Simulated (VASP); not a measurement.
# MgS (R-3m) in VASP: notebook, part 2 of 2

VASP 6.6.1. Earlier steps stand in the parts before.

## Step 3: Electric field gradients, PBEsol (equal xy, yz and zx shear strains of +2 %)

INCAR

```
SYSTEM = MgS
ALGO = Normal ; EDIFF = 1E-8
ENCUT = 520 ; GGA = PS
ISIF = 2 ; ISMEAR = -1
LASPH = .TRUE. ; LCHARG = .FALSE.
LEFG = .TRUE. ; LREAL = .FALSE.
LWAVE = .FALSE. ; NBANDS = 11
NELM = 60 ; PREC = Accurate
SIGMA = 0.03
```

KPOINTS

```
k-points
0
G
  10 10 10
  0 0 0
```

POSCAR

```
MgS
1.0
    0.0520330000      2.6276665000      2.6276665000
    2.6276665000      0.0520330000      2.6276665000
    2.6276665000      2.6276665000      0.0520330000
Mg S
1 1
Direct
    0.0000000000      0.0000000000      0.0000000000
    0.5000000000      0.5000000000      0.5000000000
```

Potentials or basis: VASP PAW PBE potentials, release 64 (Mg, S).

Launch:

```sh
cat potpaw_PBE.64/Mg/POTCAR potpaw_PBE.64/S/POTCAR > POTCAR
mpirun -np 1 vasp_std > vasp.out
```

OUTCAR:

```text
SYSTEM = MgS
   EDIFF = 1E-8
   ENCUT = 520
   GGA = PS
   ISIF = 2
   ISMEAR = -1
   LASPH = .TRUE.
   LREAL = .FALSE.
   NELM = 60
   PREC = Accurate

 ion  position               nearest neighbor table
   1  0.000  0.000  0.000-   2 2.60   2 2.60   2 2.60   2 2.60   2 2.60   2 2.60
   2  0.500  0.500  0.500-   1 2.60   1 2.60   1 2.60   1 2.60   1 2.60   1 2.60

  LATTYP: Found a trigonal (rhomboedric) cell.
 ALAT       =     3.7164458699
 COS(alpha) =     0.5197000882

  Lattice vectors:

 A1 = (   0.0520330000,   2.6276665000,   2.6276665000)
[... 549 lines left out ...]
  free  energy   TOTEN  =        -9.0664965888 eV

  energy  without entropy=       -9.0664965888  energy(sigma->0) =       -9.06649659

 Electric field gradients (V/A^2)
---------------------------------------------------------------------
 ion       V_xx      V_yy      V_zz      V_xy      V_xz      V_yz
---------------------------------------------------------------------
   1      -0.000     0.000    -0.000    -0.327    -0.327    -0.327
   2      -0.000     0.000     0.000     5.556     5.556     5.556
---------------------------------------------------------------------

 Electric field gradients after diagonalization (V/A^2)
 (convention: |V_zz| > |V_xx| > |V_yy|)
----------------------------------------------------------------------
 ion       V_xx      V_yy      V_zz     asymmetry (V_yy - V_xx)/ V_zz
----------------------------------------------------------------------
   1       0.327     0.327    -0.654       0.000
   2      -5.556    -5.556    11.112       0.000
----------------------------------------------------------------------

           NMR quadrupolar parameters

 Cq : quadrupolar parameter    Cq=e*Q*V_zz/h
 eta: asymmetry parameters     (V_yy - V_xx)/ V_zz
 Q  : nuclear electric quadrupole moment in mb (millibarn)
----------------------------------------------------------------------
 ion       Cq(MHz)       eta       Q (mb)
----------------------------------------------------------------------
   1      -0.002       0.000       1.000
   2       0.027       0.000       1.000
----------------------------------------------------------------------
```

OSZICAR:

```text
N       E                     dE             d eps       ncg     rms          rms(c)
DAV:   1     0.204295549872E+02    0.20430E+02   -0.36310E+03  2672   0.595E+02
DAV:   2    -0.806827043168E+01   -0.28498E+02   -0.26908E+02  3201   0.101E+02
DAV:   3    -0.942994967269E+01   -0.13617E+01   -0.13591E+01  3201   0.228E+01
DAV:   4    -0.943840977720E+01   -0.84601E-02   -0.84594E-02  3022   0.214E+00
DAV:   5    -0.943848269963E+01   -0.72922E-04   -0.72922E-04  3241   0.195E-01    0.411E+00
DAV:   6    -0.911056283351E+01    0.32792E+00   -0.69330E-01  2918   0.323E+00    0.310E+00
DAV:   7    -0.906946183242E+01    0.41101E-01   -0.18408E-01  3097   0.181E+00    0.192E+00
DAV:   8    -0.906673945882E+01    0.27224E-02   -0.10626E-02  2831   0.591E-01    0.746E-01
DAV:   9    -0.906650780088E+01    0.23166E-03   -0.53622E-04  2960   0.128E-01    0.321E-01
DAV:  10    -0.906649617073E+01    0.11630E-04   -0.15484E-04  3001   0.553E-02    0.743E-03
DAV:  11    -0.906649681912E+01   -0.64839E-06   -0.17820E-06  3062   0.844E-03    0.172E-02
DAV:  12    -0.906649668639E+01    0.13273E-06   -0.19383E-07  3012   0.242E-03    0.442E-03
DAV:  13    -0.906649659342E+01    0.92962E-07   -0.74655E-08  2969   0.114E-03    0.134E-04
DAV:  14    -0.906649658884E+01    0.45792E-08   -0.88398E-10  1645   0.206E-04
   1 F= -.90664966E+01 E0= -.90664966E+01  d E =-.160516E-10
```

stdout:

```text
POSCAR found type information on POSCAR MgS
 POSCAR found :  2 types and       2 ions
 scaLAPACK will be used
 -----------------------------------------------------------------------------
|                                                                             |
|                                                                             |
|     You enforced a specific xc type in the INCAR file but a different       |
|     I HOPE YOU KNOW WHAT YOU ARE DOING!                                     |
|                                                                             |
 -----------------------------------------------------------------------------

 LDA part: xc-table for (Slater+PW92), standard interpolation
 POSCAR, INCAR and KPOINTS ok, starting setup
 FFT: planning ... GRIDC
 FFT: planning ... GRID_SOFT
 FFT: planning ... GRID
 WAVECAR not read
 entering main loop
ion   1

ion   2
```

It took 48 s on 1 thread of Intel Xeon 8259CL, shared host; peak memory 0.19 GiB.

Results:

* Free energy: -9.0665 eV
* Pressure: -1.1 GPa
* Band gap on the k mesh: 2.59 eV (least direct gap 3.48 eV)
* Largest electric field gradient by atom: Mg -0.7; S +11.1 V/Å²

Stress tensor (GPa, compression positive):
```
-1.11 -1.10 -1.10
-1.10 -1.11 -1.10
-1.10 -1.10 -1.11
```

Electric field gradients, principal values (V/Å²):
| atom | least | middle | greatest (by size) |
| --- | --- | --- | --- |
| 1 Mg | 0.327 | 0.327 | -0.654 |
| 2 S | -5.556 | -5.556 | 11.112 |

Caveat: the cell differs from its parent crystal (equal xy, yz and zx shear strains of +2 %); without QUAD_EFG the Cq values of the log hold for a quadrupole moment of 1 mb, not for the nuclei; the PAW data sets were made with another functional, which shifts forces and pressure a little. A k mesh can miss the band edges.

## Step 4: Electric field gradients, PBEsol (equal xy, yz and zx shear strains of +2 %)

INCAR

```
  PREC = Accurate
  ENCUT = 520
  EDIFF = 1E-8
  ISMEAR = -1
  SIGMA = 0.03
  LREAL = F
  LASPH = T
  NELM = 80
  ALGO = Normal
  ISIF = 2
  LWAVE = F
  LCHARG = F
  GGA = PS
  LEFG = T
  NBANDS = 11
```

KPOINTS

```
regular mesh
0
Gamma
  10 10 10
```

POSCAR is that of step 3.

Potentials or basis: VASP PAW PBE potentials, release 64 (Mg, S).

Launch:

```sh
cat potpaw_PBE.64/Mg/POTCAR potpaw_PBE.64/S/POTCAR > POTCAR
mpirun -np 1 vasp_std > vasp.out
```

OUTCAR:

```text
PREC = Accurate
   ENCUT = 520
   EDIFF = 1E-8
   ISMEAR = -1
   LREAL = F
   LASPH = T
   NELM = 80
   ISIF = 2
   GGA = PS

 ion  position               nearest neighbor table
   1  0.000  0.000  0.000-   2 2.60   2 2.60   2 2.60   2 2.60   2 2.60   2 2.60
   2  0.500  0.500  0.500-   1 2.60   1 2.60   1 2.60   1 2.60   1 2.60   1 2.60

  LATTYP: Found a trigonal (rhomboedric) cell.
 ALAT       =     3.7164458699
 COS(alpha) =     0.5197000882

  Lattice vectors:

 A1 = (   0.0520330000,   2.6276665000,   2.6276665000)
[... 549 lines left out ...]
  free  energy   TOTEN  =        -9.0664965888 eV

  energy  without entropy=       -9.0664965888  energy(sigma->0) =       -9.06649659

 Electric field gradients (V/A^2)
---------------------------------------------------------------------
 ion       V_xx      V_yy      V_zz      V_xy      V_xz      V_yz
---------------------------------------------------------------------
   1      -0.000     0.000    -0.000    -0.327    -0.327    -0.327
   2      -0.000     0.000     0.000     5.556     5.556     5.556
---------------------------------------------------------------------

 Electric field gradients after diagonalization (V/A^2)
 (convention: |V_zz| > |V_xx| > |V_yy|)
----------------------------------------------------------------------
 ion       V_xx      V_yy      V_zz     asymmetry (V_yy - V_xx)/ V_zz
----------------------------------------------------------------------
   1       0.327     0.327    -0.654       0.000
   2      -5.556    -5.556    11.112       0.000
----------------------------------------------------------------------

           NMR quadrupolar parameters

 Cq : quadrupolar parameter    Cq=e*Q*V_zz/h
 eta: asymmetry parameters     (V_yy - V_xx)/ V_zz
 Q  : nuclear electric quadrupole moment in mb (millibarn)
----------------------------------------------------------------------
 ion       Cq(MHz)       eta       Q (mb)
----------------------------------------------------------------------
   1      -0.002       0.000       1.000
   2       0.027       0.000       1.000
----------------------------------------------------------------------
```

Run time: 58 s. Hardware: 1 thread of Intel Xeon 8259CL, shared host; peak memory 0.19 GiB.

What came out:

| Quantity | Value |
| --- | --- |
| Free energy | -9.0665 eV |
| Pressure | -1.1 GPa |
| Band gap on the k mesh | 2.59 eV (least direct gap 3.48 eV) |
| Largest electric field gradient by atom | Mg -0.7; S +11.1 V/Å² |

Stress tensor (GPa, compression positive):
```
-1.11 -1.10 -1.10
-1.10 -1.11 -1.10
-1.10 -1.10 -1.11
```

Levels at points of the mesh, in eV from the valence-band top:
```csv
k point,band 2,band 3,band 4,band 5,band 6,band 7
"(0.00, 0.00, 0.00)",-0.28,0.00,0.00,3.48,7.45,7.93
"(0.50, 0.00, 0.00)",-4.96,-0.82,-0.66,4.23,6.54,6.79
"(0.50, 0.50, 0.00)",-4.36,-1.93,-1.67,2.59,4.17,11.71
"(0.50, 0.50, 0.50)",-5.09,-0.55,-0.55,4.52,6.97,6.97
```

Electric field gradients, principal values (V/Å²):
```
atom   least  middle  greatest (by size)
1 Mg   0.327   0.327              -0.654
 2 S  -5.556  -5.556              11.112
```

Caveat: the cell differs from its parent crystal (equal xy, yz and zx shear strains of +2 %); without QUAD_EFG the Cq values of the log hold for a quadrupole moment of 1 mb, not for the nuclei; the PAW data sets were made with another functional, which shifts forces and pressure a little.
